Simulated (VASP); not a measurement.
# AlN (F-43m) in VASP: notebook, part 2 of 2

VASP 6.6.1. The steps go on from the part before.

## (3) Single point, BHLYP

This run uses another cell than the first one, of 10.21 Å³/atom.

POSCAR reads:

```
AlN
1.0
    0.0000000000      2.1693354430      2.1693354430
    2.1693354430      0.0000000000      2.1693354430
    2.1693354430      2.1693354430      0.0000000000
Al N
1 1
Direct
    0.0000000000      0.0000000000      0.0000000000
    0.2500000000      0.2500000000      0.2500000000
```

INCAR.step1 reads:

```
PREC     = Accurate       # precision mode
ENCUT    = 520            # plane-wave cutoff, eV
EDIFF    = 1E-5           # SCF threshold, eV
ISMEAR   = -1             # smearing method
SIGMA    = 0.05           # smearing width, eV
LREAL    = False          # projectors in reciprocal space
LASPH    = True           # aspherical terms in the spheres
NELM     = 80             # most SCF steps
ALGO     = Normal         # electronic algorithm
ISIF     = 2              # what is computed and relaxed
LWAVE    = True           # write WAVECAR
GGA      = PE             # functional
NBANDS   = 11             # bands
```

INCAR.step2 reads:

```
PREC     = Accurate       # precision mode
ENCUT    = 520            # plane-wave cutoff, eV
EDIFF    = 1E-6           # SCF threshold, eV
ISMEAR   = -1             # smearing method
SIGMA    = 0.05           # smearing width, eV
LREAL    = False          # projectors in reciprocal space
LASPH    = True           # aspherical terms in the spheres
NELM     = 80             # most SCF steps
ALGO     = Normal         # electronic algorithm
ISIF     = 2              # what is computed and relaxed
LWAVE    = False          # write WAVECAR
LCHARG   = True           # write CHGCAR
GGA      = B5             # functional
LHFCALC  = True           # exact exchange
AEXX     = 0.5            # exact-exchange fraction
ALDAX    = 0.5          
AGGAX    = 0.5          
AGGAC    = 1.0          
ALDAC    = 0.0          
PRECFOCK = Normal       
LELF     = True           # ELF
LVHAR    = True         
ISTART   = 1            
NBANDS   = 11             # bands
```

KPOINTS reads:

```
regular mesh
0
Gamma
  5 5 5
```

Potentials or basis: VASP PAW PBE potentials, release 64 (Al, N).

On the command line:

```console
$ cat potpaw_PBE.64/Al/POTCAR potpaw_PBE.64/N/POTCAR > POTCAR
$ cp INCAR.step1 INCAR
$ mpirun -np 1 vasp_std > vasp.out
$ cp INCAR.step2 INCAR
$ mpirun -np 1 vasp_std > vasp.out
```

OUTCAR:

```text
PREC = Accurate
   ENCUT = 520
   EDIFF = 1E-6
   ISMEAR = -1
   LREAL = False
   LASPH = True
   NELM = 80
   ISIF = 2
   GGA = B5
   LHFCALC = True
   AEXX = 0.5
   PRECFOCK = Normal
   ISTART = 1

 ion  position               nearest neighbor table
   1  0.000  0.000  0.000-   2 1.88   2 1.88   2 1.88   2 1.88
   2  0.250  0.250  0.250-   1 1.88   1 1.88   1 1.88   1 1.88

  LATTYP: Found a face centered cubic cell.
 ALAT       =     4.3386708860

  Lattice vectors:

 A1 = (   0.0000000000,   2.1693354430,   2.1693354430)
 A2 = (   2.1693354430,   0.0000000000,   2.1693354430)
 A3 = (   2.1693354430,   2.1693354430,   0.0000000000)

Analysis of symmetry for initial positions (statically):
=====================================================================
 Subroutine PRICEL returns:
 Original cell was already a primitive cell.

 Routine SETGRP: Setting up the symmetry group for a
 face centered cubic supercell.

 Subroutine GETGRP returns: Found 24 space group operations
[... 162 lines left out ...]
 Fermi energy:         4.8766792223

 k-point     1 :       0.0000    0.0000    0.0000
  band No.  band energies     occupation
      1     -14.1872      2.00000
      2       3.8247      2.00000
      3       3.8247      2.00000
      4       3.8247      2.00000
      5      12.8761      0.00000
      6      21.7022      0.00000
      7      21.7022      0.00000
      8      21.7022      0.00000
      9      27.3237      0.00000
     10      27.3237      0.00000
     11      28.8491      0.00000
[... 113 lines left out ...]
 k-point    10 :      -0.4000    0.4000    0.2000
  band No.  band energies     occupation
      1     -11.2658      2.00000
      2      -1.2509      2.00000
      3       0.3823      2.00000
      4       1.6780      2.00000
      5      14.7807      0.00000
      6      19.8644      0.00000
      7      20.5967      0.00000
      8      23.1109      0.00000
      9      26.4873      0.00000
     10      29.1238      0.00000
     11      35.1548      0.00000

------------------------ aborting loop because EDIFF is reached ----------------------------------------

  FORCE on cell =-STRESS in cart. coord.  units (eV):
  Direction    XX          YY          ZZ          XY          YZ          ZX
  --------------------------------------------------------------------------------------
  -------------------------------------------------------------------------------------
  Total        0.2635615      0.2635615      0.2635615      0.0000000      0.0000000      0.0000000
  in kB       20.6815158     20.6815158     20.6815158      0.0000000      0.0000000      0.0000000
  external PRESSURE =      20.6815158 kB  Pullay stress =       0.0000000 kB

 VOLUME and BASIS-vectors are now :
 -----------------------------------------------------------------------------
  energy-cutoff  :      520.00
  volume of cell :       20.42
      direct lattice vectors                 reciprocal lattice vectors
     0.000000000  2.169335443  2.169335443    -0.230485332  0.230485332  0.230485332
     2.169335443  0.000000000  2.169335443     0.230485332 -0.230485332  0.230485332
     2.169335443  2.169335443  0.000000000     0.230485332  0.230485332 -0.230485332

 POSITION                                       TOTAL-FORCE (eV/Angst)
 -----------------------------------------------------------------------------------
      0.00000      0.00000      0.00000         0.000000      0.000000      0.000000
      1.08467      1.08467      1.08467        -0.000000     -0.000000     -0.000000
 -----------------------------------------------------------------------------------
    total drift:                                0.000000      0.000000     -0.000000

  FREE ENERGIE OF THE ION-ELECTRON SYSTEM (eV)
  ---------------------------------------------------
  free  energy   TOTEN  =       -21.0442988267 eV

  energy  without entropy=      -21.0442988266  energy(sigma->0) =      -21.04429883
```

OSZICAR.step1:

```text
N       E                     dE             d eps       ncg     rms          rms(c)
DAV:   1     0.985465600561E+01    0.98547E+01   -0.40601E+03   220   0.615E+02
DAV:   2    -0.163747131570E+02   -0.26229E+02   -0.24609E+02   261   0.134E+02
DAV:   3    -0.172371592556E+02   -0.86245E+00   -0.86107E+00   274   0.236E+01
DAV:   4    -0.172413331905E+02   -0.41739E-02   -0.41736E-02   241   0.181E+00
DAV:   5    -0.172413789014E+02   -0.45711E-04   -0.45711E-04   276   0.187E-01    0.873E+00
DAV:   6    -0.148274286081E+02    0.24140E+01   -0.11793E+01   258   0.174E+01    0.286E+00
DAV:   7    -0.148212193543E+02    0.62093E-02   -0.18020E-01   241   0.327E+00    0.209E+00
DAV:   8    -0.148159983695E+02    0.52210E-02   -0.25794E-02   235   0.154E+00    0.562E-01
DAV:   9    -0.148148006138E+02    0.11978E-02   -0.33079E-03   265   0.346E-01    0.233E-01
DAV:  10    -0.148148504456E+02   -0.49832E-04   -0.37156E-04   241   0.125E-01    0.203E-02
DAV:  11    -0.148148618685E+02   -0.11423E-04   -0.11842E-05   244   0.256E-02    0.152E-02
DAV:  12    -0.148148618275E+02    0.40931E-07   -0.31988E-07   119   0.452E-03
   1 F= -.14814862E+02 E0= -.14814862E+02  d E =-.124948E-10
```

Run time: 2.7 min. Hardware: 1 thread of Intel Xeon Platinum 8375C at 2.90GHz (Ice Lake), shared host; peak memory 0.13 GiB.

What came out:

```
Free energy            : -21.0443 eV
Pressure               : 2.1 GPa
Band gap on the k mesh : 8.48 eV (least direct gap 9.05 eV)
```

Caveat: the k points lie up to 0.50 Å⁻¹ apart; the PAW data sets were made with another functional, which shifts forces and pressure a little; an odd mesh through Γ misses points on the zone boundary, where band edges can lie.
